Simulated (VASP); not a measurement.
# CaO (Fm-3m) in VASP: settings compared

Aim: see how the results for CaO move with the level of theory and the settings. Levels: revPBE, BLYP, PBE. Tasks: relaxation of cell and atoms, single point.

All numbers are computed with VASP 6.6.1; they aren't measurements. Logs are shortened: lines on timing, memory, paths and dates and some standing lists are left out, and cuts for length are marked.

## Step 1: The cell of the first run

Symmetry: Fm-3m, No. 225, cubic system. Conventional cell: a = 4.807 Å, b = 4.807 Å, c = 4.807 Å, α = 90.00°, β = 90.00°, γ = 90.00°. Ca (site symmetry m-3m) has 6 O at 2.40 Å within 3.2 Å. Within 3.2 Å of O (site symmetry m-3m) lie 6 Ca at 2.40 Å.

## Step 2: Relaxation of cell and atoms, revPBE

Input file INCAR:

```
ALGO     = Normal         # electronic algorithm
EDIFF    = 1E-6           # SCF threshold, eV
EDIFFG   = -0.01          # ionic threshold
ENCUT    = 600            # plane-wave cutoff, eV
GGA      = RE             # functional
IBRION   = 2              # ionic algorithm
ISIF     = 3              # what is computed and relaxed
ISMEAR   = -1             # smearing method
LASPH    = True           # aspherical terms in the spheres
LCHARG   = False          # write CHGCAR
LREAL    = False          # projectors in reciprocal space
LWAVE    = False          # write WAVECAR
NELM     = 60             # most SCF steps
NSW      = 60             # ionic steps
PREC     = Accurate       # precision mode
SIGMA    = 0.05           # smearing width, eV
```

Input file KPOINTS:

```
k-points
0
Gamma
  10 10 10
```

Input file POSCAR:

```
CaO
1.0
    0.0000000000      2.4035556960      2.4035556960
    2.4035556960      0.0000000000      2.4035556960
    2.4035556960      2.4035556960      0.0000000000
Ca O
1 1
Direct
    0.0000000000      0.0000000000      0.0000000000
    0.5000000000      0.5000000000      0.5000000000
```

Potentials or basis: VASP PAW PBE potentials, release 64 (Ca_sv, O).

Command:

```bash
cat potpaw_PBE.64/Ca_sv/POTCAR potpaw_PBE.64/O/POTCAR > POTCAR
mpirun -np 1 vasp_std > vasp.out
```

OUTCAR:

```text
EDIFF = 1E-6
   EDIFFG = -0.01
   ENCUT = 600
   GGA = RE
   IBRION = 2
   ISIF = 3
   ISMEAR = -1
   LASPH = True
   LREAL = False
   NELM = 60
   NSW = 60
   PREC = Accurate

 ion  position               nearest neighbor table
   1  0.000  0.000  0.000-   2 2.40   2 2.40   2 2.40   2 2.40   2 2.40   2 2.40
   2  0.500  0.500  0.500-   1 2.40   1 2.40   1 2.40   1 2.40   1 2.40   1 2.40

  LATTYP: Found a face centered cubic cell.
 ALAT       =     4.8071113920

  Lattice vectors:

 A1 = (   0.0000000000,   2.4035556960,   2.4035556960)
 A2 = (   2.4035556960,   0.0000000000,   2.4035556960)
 A3 = (   2.4035556960,   2.4035556960,   0.0000000000)

Analysis of symmetry for initial positions (statically):
=====================================================================
 Subroutine PRICEL returns:
 Original cell was already a primitive cell.

 Routine SETGRP: Setting up the symmetry group for a
 face centered cubic supercell.

 Subroutine GETGRP returns: Found 48 space group operations
 (whereof 48 operations were pure point group operations)
 out of a pool of 48 trial point group operations.

The static configuration has the point symmetry O_h .

Analysis of symmetry for dynamics (positions and initial velocities):
=====================================================================
 Subroutine PRICEL returns:
 Original cell was already a primitive cell.

 Routine SETGRP: Setting up the symmetry group for a
 face centered cubic supercell.

 Subroutine GETGRP returns: Found 48 space group operations
 (whereof 48 operations were pure point group operations)
 out of a pool of 48 trial point group operations.

The dynamic configuration has the point symmetry O_h .

 Subroutine INISYM returns: Found 48 space group operations
 (whereof 48 operations are pure point group operations),
 and found     1 'primitive' translations

----------------------------------------------------------------------------------------

                                     Primitive cell

  volume of cell :      27.7711

  direct lattice vectors                    reciprocal lattice vectors
     0.000000000  2.403555696  2.403555696    -0.208025136  0.208025136  0.208025136
     2.403555696  0.000000000  2.403555696     0.208025136 -0.208025136  0.208025136
     2.403555696  2.403555696  0.000000000     0.208025136  0.208025136 -0.208025136

  length of vectors
     3.399141063  3.399141063  3.399141063     0.360310104  0.360310104  0.360310104

  position of ions in fractional coordinates (direct lattice)
     0.000000000  0.000000000  0.000000000
     0.500000000  0.500000000  0.500000000

  ion indices of the primitive-cell ions
   primitive index   ion index
                 1           1
                 2           2

----------------------------------------------------------------------------------------

 KPOINTS: k-points

Automatic generation of k-mesh.
 Grid dimensions read from file:
 generate k-points for:   10   10   10

 Generating k-lattice:

  Cartesian coordinates                     Fractional coordinates (reciprocal lattice)
    -0.020802514  0.020802514  0.020802514     0.100000000  0.000000000  0.000000000
     0.020802514 -0.020802514  0.020802514     0.000000000  0.100000000  0.000000000
     0.020802514  0.020802514 -0.020802514     0.000000000  0.000000000  0.100000000

  Length of vectors
     0.036031010  0.036031010  0.036031010

  Shift w.r.t. Gamma in fractional coordinates (k-lattice)
     0.000000000  0.000000000  0.000000000

 Subroutine IBZKPT returns following result:
 ===========================================

 Found     47 irreducible k-points:

 Following reciprocal coordinates:
            Coordinates               Weight
  0.000000  0.000000  0.000000      1.000000
  0.100000  0.000000  0.000000      8.000000
  0.200000  0.000000  0.000000      8.000000
  0.300000  0.000000  0.000000      8.000000
  0.400000  0.000000  0.000000      8.000000
  0.500000  0.000000  0.000000      4.000000
[... 16 lines left out ...]
  0.300000  0.300000  0.000000      6.000000
  0.400000  0.300000  0.000000     24.000000
 [... further k-points ...]
   k-points           NKPTS =     47   k-points in BZ     NKDIM =     47   number of bands    NBANDS=     12
   number of dos      NEDOS =    301   number of ions     NIONS =      2
   total plane-waves  NPLWV =  21952
   dimension x,y,z NGX =    28 NGY =   28 NGZ =   28
   dimension x,y,z NGXF=    56 NGYF=   56 NGZF=   56
   ions per type =               1   1
   NGX,Y,Z   is equivalent  to a cutoff of  13.69, 13.69, 13.69 a.u.
   NGXF,Y,Z  is equivalent  to a cutoff of  27.39, 27.39, 27.39 a.u.
 SYSTEM =  unknown system
   PREC   = accura    normal or accurate (medium, high low for compatibility)
   ISTART =      0    job   : 0-new  1-cont  2-samecut
   ICHARG =      2    charge: 1-file 2-atom 10-const
   ISPIN  =      1    spin polarized calculation?
   LNONCOLLINEAR =      F non collinear calculations
   LSORBIT =      F    spin-orbit coupling
   LASPH  =      T    aspherical Exc in radial PAW
   ENCUT  =  600.0 eV  44.10 Ry    6.64 a.u.   6.79  6.79  6.79*2*pi/ulx,y,z
   NELM   =     60;   NELMIN=  2; NELMDL= -5     # of ELM steps
   EDIFF  = 0.1E-05   stopping-criterion for ELM
   LREAL  =      F    real-space projection
   EDIFFG = -.1E-01   stopping-criterion for IOM
   NSW    =     60    number of steps for IOM
   IBRION =      2    ionic relax: 0-MD 1-quasi-New 2-CG
   NFREE  =      1    steps in history (QN), initial steepest desc. (CG)
   ISIF   =      3    stress and relaxation
   ISYM   =      2    0-nonsym 1-usesym 2-fastsym
   POTIM  = 0.5000    time-step for ionic-motion
   TEBEG  =    0.0;   TEEND  =   0.0 temperature during run
   PSTRESS=    0.0 pullay stress
   NELECT =      16.0000    total number of electrons
   NUPDOWN=      -1.0000    fix difference up-down
   EMIN   =  10.00;   EMAX   =-10.00  energy-range for DOS
   EFERMI =   0.00;   METHOD = LEGACY
   ISMEAR =    -1;   SIGMA  =   0.05  broadening in eV -4-tet -1-fermi 0-gaus
   EFERMI_NEDOS =   21; number of points for ismear=-14 and -15
   IALGO  =     38    algorithm
   IMIX   =      4    mixing-type and parameters
     AMIX     =   0.40;   BMIX     =  1.00
     AMIX_MAG =   1.60;   BMIX_MAG =  1.00
  volume/ion in A,a.u.               =      13.89        93.70
  Fermi-wavevector in a.u.,A,eV,Ry     =   1.362231  2.574243 25.247954  1.855672
  Thomas-Fermi vector in A             =   2.488738
   LORBIT       =      0    0 simple, 1 ext, 2 COOP (PROOUT), +10 PAW based schemes
   GGA     = RE    functional components
   LHFCALC =     F    Hartree Fock is set to
   AEXX    =    0.0000 exact exchange contribution
   IVDW    =     0    specifies the selected vdW correction
   LEPSILON=     F    determine dielectric tensor
   LRPA    =     F    only Hartree local field effects (RPA)
 conjugate gradient relaxation of ions
 non-spin polarized calculation
  energy-cutoff  :      600.00
  volume of cell :       27.77
 maximum number of plane-waves:       941
   NGX = 13   NGY = 13   NGZ = 13

--------------------------------------- Ionic step        1  -------------------------------------------

 number of electron      15.9999997 magnetization

 Free energy of the ion-electron system (eV)
  ---------------------------------------------------
  ext. energy  EPLUGINS =         0.00000000
  ---------------------------------------------------
  free energy    TOTEN  =       -12.16547687 eV

  energy without entropy =      -12.16547687  energy(sigma->0) =      -12.16547687

------------------------ aborting loop because EDIFF is reached ----------------------------------------

  FORCE on cell =-STRESS in cart. coord.  units (eV):
  Direction    XX          YY          ZZ          XY          YZ          ZX
  --------------------------------------------------------------------------------------
  -------------------------------------------------------------------------------------
  Total        0.8477107      0.8477107      0.8477107      0.0000000     -0.0000000      0.0000000
  in kB       48.9063966     48.9063966     48.9063966      0.0000000     -0.0000000      0.0000000
  external PRESSURE =      48.9063966 kB  Pullay stress =       0.0000000 kB
[... 21 lines left out ...]
  energy  without entropy=      -12.1654768656  energy(sigma->0) =      -12.16547687

--------------------------------------- Ionic step        2  -------------------------------------------

 number of electron      16.0000005 magnetization

 E-fermi :   3.2594     XC(G=0):  -9.9735

 val. band max:        2.1485349681   @ k =   0.0000   0.0000   0.0000
 cond. band min:       5.8743342403   @ k =   0.5000   0.5000   0.0000
 fundamental gap:      3.7257992722
 Fermi energy:         3.2593663999

 k-point     1 :       0.0000    0.0000    0.0000
  band No.  band energies     occupation
      1     -35.8664      2.00000
      2     -16.6285      2.00000
      3     -16.6285      2.00000
      4     -16.6285      2.00000
      5     -13.3373      2.00000
      6       2.1485      2.00000
      7       2.1485      2.00000
      8       2.1485      2.00000
      9       6.4983      0.00000
     10       8.2662      0.00000
     11       8.2662      0.00000
     12       8.2662      0.00000
[... 378 lines left out ...]
  energy  without entropy=      -12.1826142261  energy(sigma->0) =      -12.18261423

--------------------------------------- Ionic step        3  -------------------------------------------

 number of electron      16.0000004 magnetization

 Free energy of the ion-electron system (eV)
  ---------------------------------------------------
  ext. energy  EPLUGINS =         0.00000000
  ---------------------------------------------------
  free energy    TOTEN  =       -12.18456173 eV

  energy without entropy =      -12.18456173  energy(sigma->0) =      -12.18456173

 E-fermi :   3.2611     XC(G=0): -10.0462

 val. band max:        2.2275208249   @ k =   0.0000   0.0000   0.0000
 cond. band min:       5.9535911868   @ k =   0.5000   0.5000   0.0000
 fundamental gap:      3.7260703620
 Fermi energy:         3.2611415906

 k-point     1 :       0.0000    0.0000    0.0000
  band No.  band energies     occupation
      1     -35.7215      2.00000
      2     -16.4752      2.00000
      3     -16.4752      2.00000
      4     -16.4752      2.00000
      5     -13.2863      2.00000
      6       2.2275      2.00000
      7       2.2275      2.00000
      8       2.2275      2.00000
      9       6.6915      0.00000
     10       8.3850      0.00000
     11       8.3850      0.00000
     12       8.3850      0.00000
[... 374 lines left out ...]
  FREE ENERGIE OF THE ION-ELECTRON SYSTEM (eV)
  ---------------------------------------------------
  free  energy   TOTEN  =       -12.1845617338 eV

  energy  without entropy=      -12.1845617338  energy(sigma->0) =      -12.18456173

 reached required accuracy - stopping structural energy minimisation
```

It took 73 s on 1 thread of Intel Xeon Platinum 8259CL at 2.50GHz (Skylake/Cascade Lake), shared host; peak memory 0.18 GiB.

What came out:

* Free energy: -12.1846 eV
* Relaxed volume: 14.53 Å³/atom
* Relaxed cell: a = 3.451 Å, b = 3.451 Å, c = 3.451 Å, α = 60.00°, β = 60.00°, γ = 60.00°
* Space group after relaxing (to 0.05 Å): Fm-3m (No. 225)
* Energy gained by relaxing: 9.5 meV/atom
* Ionic steps: 3
* Pressure after relaxing: 0.0 GPa
* Band gap on the k mesh: 3.73 eV, indirect (least direct gap 4.11 eV)

Step by step:
```csv
step,energy change (eV),largest force (eV/Å),pressure (GPa),volume (Å³)
1,0.0000,0.0000,4.89,27.77
2,-0.0171,0.0000,-1.40,29.51
3,-0.0191,0.0000,0.01,29.07
```

Final structure:
```
Ca O
1.0
     0.00000    2.44046    2.44046
     2.44046    0.00000    2.44046
     2.44046    2.44046    0.00000
Ca O
1 1
Direct
  0.00000 0.00000 0.00000
  0.50000 0.50000 0.50000
```

Caveat: the PAW data sets were made with another functional, which shifts forces and pressure a little. revPBE gaps usually lie below the measured ones, often by a third to a half.

## Step 3: Relaxation of cell and atoms, BLYP

Input file INCAR:

```
SYSTEM = CaO
PREC     = Accurate       ! precision mode
ENCUT    = 600            ! plane-wave cutoff, eV
EDIFF    = 1E-7           ! SCF threshold, eV
ISMEAR   = -1             ! smearing method
SIGMA    = 0.05           ! smearing width, eV
LREAL    = .FALSE.        ! projectors in reciprocal space
LASPH    = .TRUE.         ! aspherical terms in the spheres
NELM     = 100            ! most SCF steps
ALGO     = Normal         ! electronic algorithm
ISIF     = 3              ! what is computed and relaxed
LWAVE    = .FALSE.        ! write WAVECAR
LCHARG   = .FALSE.        ! write CHGCAR
GGA      = B5             ! functional
ALDAX    = 1.0          
AGGAX    = 1.0          
AGGAC    = 1.0          
ALDAC    = 0.0          
IBRION   = 2              ! ionic algorithm
NSW      = 60             ! ionic steps
EDIFFG   = -0.01          ! ionic threshold
```

Input file KPOINTS:

```
Automatic mesh
0
G
  10 10 10
  0 0 0
```

POSCAR is that of step 2.

Potentials or basis: VASP PAW PBE potentials, release 64 (Ca_sv, O).

Command:

```bash
cat potpaw_PBE.64/Ca_sv/POTCAR potpaw_PBE.64/O/POTCAR > POTCAR
mpirun -np 1 vasp_std > vasp.out
```

It took 1.8 min on 1 thread of Intel Xeon Platinum 8259CL at 2.50GHz (Skylake/Cascade Lake), shared host; peak memory 0.18 GiB.

Results (log left out):

- Free energy: -12.3037 eV
- Relaxed volume: 14.51 Å³/atom
- Relaxed cell: a = 3.449 Å, b = 3.449 Å, c = 3.449 Å, α = 60.00°, β = 60.00°, γ = 60.00°
- Space group after relaxing (to 0.05 Å): Fm-3m (No. 225)
- Energy gained by relaxing: 9.1 meV/atom
- Ionic steps: 3
- Pressure after relaxing: 0.0 GPa
- Band gap on the k mesh: 3.73 eV, indirect (least direct gap 4.11 eV)

Step by step:
| step | energy change (eV) | largest force (eV/Å) | pressure (GPa) | volume (Å³) |
| --- | --- | --- | --- | --- |
| 1 | 0.0000 | 0.0000 | 4.86 | 27.77 |
| 2 | -0.0156 | 0.0000 | -1.64 | 29.50 |
| 3 | -0.0181 | 0.0000 | -0.01 | 29.01 |

Final structure:
```
Ca O
1.0
     0.00000    2.43881    2.43881
     2.43881    0.00000    2.43881
     2.43881    2.43881    0.00000
Ca O
1 1
Direct
  0.00000 0.00000 0.00000
  0.50000 0.50000 0.50000
```

Levels at points of the mesh, in eV from the valence-band top:
| k point | band 4 | band 5 | band 6 | band 7 | band 8 | band 9 | band 10 | band 11 | band 12 |
| --- | --- | --- | --- | --- | --- | --- | --- | --- | --- |
| (0.00, 0.00, 0.00) | -18.70 | -15.34 | 0.00 | 0.00 | 0.00 | 4.64 | 6.06 | 6.06 | 6.06 |
| (0.50, 0.00, 0.00) | -18.74 | -14.34 | -2.47 | -1.12 | -1.12 | 6.85 | 8.00 | 8.00 | 8.49 |
| (0.50, 0.50, 0.00) | -18.89 | -15.11 | -1.26 | -0.37 | -0.37 | 3.73 | 7.67 | 8.51 | 9.08 |

Caveat: the PAW data sets were made with another functional, which shifts forces and pressure a little. A k mesh can miss the band edges.

(Continued in part 2 of 2.)
